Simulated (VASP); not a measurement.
A run of VASP 6.6.1 is set up as follows.

Contents of POSCAR:

```
MgO
1.0
   -0.0344755456      2.0676918712      2.0676918712
    2.0676918712     -0.0344755456      2.0676918712
    2.0676918712      2.0676918712     -0.0344755456
Mg O
1 1
Direct
    0.0000000000      0.0000000000      0.0000000000
    0.5000000000      0.5000000000      0.5000000000
```

File INCAR.step1:

```
SYSTEM = MgO
PREC     = Accurate       ! precision mode
ENCUT    = 520            ! plane-wave cutoff, eV
ISMEAR   = 0              ! smearing method
SIGMA    = 0.01           ! smearing width, eV
LREAL    = .False.        ! projectors in reciprocal space
LASPH    = .True.         ! aspherical terms in the spheres
NELM     = 100            ! most SCF steps
NBANDS   = 11             ! bands
GGA      = PE             ! functional
ALGO     = Normal         ! electronic algorithm
EDIFF    = 1E-4           ! SCF threshold, eV
LWAVE    = .True.         ! write WAVECAR
LCHARG   = .False.        ! write CHGCAR
```

The input INCAR.step2:

```
SYSTEM = MgO
PREC     = Accurate       ! precision mode
ENCUT    = 520            ! plane-wave cutoff, eV
EDIFF    = 1E-7           ! SCF threshold, eV
ISMEAR   = 0              ! smearing method
SIGMA    = 0.01           ! smearing width, eV
LREAL    = .False.        ! projectors in reciprocal space
LASPH    = .True.         ! aspherical terms in the spheres
NELM     = 100            ! most SCF steps
ALGO     = Normal         ! electronic algorithm
ISIF     = 2              ! what is computed and relaxed
LWAVE    = .False.        ! write WAVECAR
LCHARG   = .False.        ! write CHGCAR
METAGGA  = R2SCAN         ! meta-GGA
LMIXTAU  = .True.       
NBANDS   = 11             ! bands
ISTART   = 1
```

File KPOINTS:

```
Automatic mesh
0
Gamma
  10 10 10
  0 0 0
```

Potentials or basis: VASP PAW PBE potentials, release 64 (Mg, O).

Run with:

```console
$ cat potpaw_PBE.64/Mg/POTCAR potpaw_PBE.64/O/POTCAR > POTCAR
$ cp INCAR.step1 INCAR
$ mpirun -np 1 vasp_std > vasp.out
$ cp INCAR.step2 INCAR
$ mpirun -np 1 vasp_std > vasp.out
```

Q: Predict the pressure.

A: 3.2 GPa.

Q: Predict the band gap on the k mesh.

A: 5.78 eV, direct.

Stress tensor (GPa, compression positive):
```
3.23 2.59 2.59
2.59 3.23 2.59
2.59 2.59 3.23
```

Caveat: the cell differs from its parent crystal (strain along [111] -2.5%); the PAW data sets were made with another functional, which shifts forces and pressure a little.
